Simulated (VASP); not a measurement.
SnS2: single point with HSE06

SnS2:

```
Sn S
1.0
     3.66075    0.00000    0.00000
    -1.83038    3.17031    0.00000
     0.00000    0.00000    5.96178
Sn S
1 2
Cartesian
  0.0000 0.0000 0.0000
  0.0000 2.1135 1.4642
  1.8304 1.0568 4.4976
```

| Property | Result |
| --- | --- |
| Program | VASP 6.6.1 |
| Task | single point |
| Functional | HSE06 |
| Potentials or basis | VASP PAW PBE potentials, release 64 (Sn_d, S) |
| Cutoff | 400 eV |
| k mesh | 6 × 6 × 2 |
| Occupations | gaussian, width 0.01 eV |
| Spin | no spin polarisation |
| Dipole correction | no |
| Grid for exact exchange (PRECFOCK) | Normal |
| Further INCAR settings | ALGO = Normal; EDIFF = 1e-06; NBANDS = 20 |
| Share of exact exchange | 0.25 |
| Screening parameter | 0.2079 1/Å |

```yaml
Pressure: -0.3 GPa
Largest_force: 0.265 eV/Å
Band_gap_on_the_k_mesh: 2.43 eV (least direct gap 2.80 eV)
```

Forces on the atoms (eV/Å):
```
Sn   0.000  0.000  0.000
S    0.000  0.000 -0.265
S    0.000  0.000  0.265
```

Levels at points of the mesh, in eV from the valence-band top:
| k point | band 11 | band 12 | band 13 | band 14 | band 15 | band 16 |
| --- | --- | --- | --- | --- | --- | --- |
| (0.00, 0.00, 0.00) | -0.26 | -0.26 | 0.00 | 2.96 | 4.67 | 6.59 |
| (0.50, 0.00, 0.00) | -2.65 | -0.91 | -0.21 | 2.59 | 5.59 | 7.09 |
| (0.00, 0.00, 0.50) | -0.68 | -0.14 | -0.14 | 4.09 | 4.74 | 6.34 |
| (0.50, 0.00, 0.50) | -1.90 | -0.68 | -0.52 | 2.43 | 5.81 | 6.77 |

Run time: 35 min on 1 thread of Intel(R) Xeon(R) Platinum 8375C CPU @ 2.90GHz (Ice Lake) (shared host), peak memory 0.27 GiB.

Caveat: the k points lie up to 0.53 Å⁻¹ apart; the PAW data sets were made with another functional, which shifts forces and pressure a little; spin-orbit coupling is left out, which moves the levels of the heavy elements; this functional lacks dispersion, which binds the layers, so the pressure and a relaxed spacing across them are unreliable. A k mesh can miss the band edges.
